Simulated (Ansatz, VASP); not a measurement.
**Pd: VASP beside Ansatz**

```
Pd
1.0
     4.88119    0.00000    0.00000
     0.00000    4.88119    0.00000
     0.00000    0.00000    4.88119
Pd
8
Cartesian
  0.0000 0.0000 4.8812
  2.4406 2.4406 2.4406
  1.2203 4.8812 2.4406
  3.6609 0.0000 2.4406
  2.4406 1.2203 0.0000
  2.4406 3.6609 0.0000
  4.8812 2.4406 1.2203
  0.0000 2.4406 3.6609
```

Alike in both runs: functional LDA; k mesh 5 × 5 × 5; occupations fermi-dirac, width 0.05 eV; collinear spin.

Ansatz relaxed the structure, and its values are those at the end. VASP's run is a single point on that final structure, the one shown.

|  | VASP | Ansatz |
| --- | --- | --- |
| version | VASP 6.6.1 | Ansatz 0.2.0 |
| potentials or method | VASP PAW LDA potentials, release 64 (Pd), cutoff 520 eV | plane waves (420 eV) with PAW, scalar-relativistic |
| valence electrons in the cell | 80 | 144 |

|  | VASP | Ansatz | Ansatz less VASP |
| --- | --- | --- | --- |
| pressure (GPa) | 0.1 | 0.0 | -0.12 |
| net moment per atom (μB) | 0.00 | 0.00 | 0.000 |

Ansatz warns that its potentials were made for another functional, while VASP's fit it. LDA's correlation is that of Perdew and Zunger in VASP and of Perdew and Wang (1992) in Ansatz. VASP's potentials hold 80 valence electrons a cell and Ansatz's 144, so a difference there can come from the potentials and not from the codes. Ansatz's warnings: seeded moment not kept.
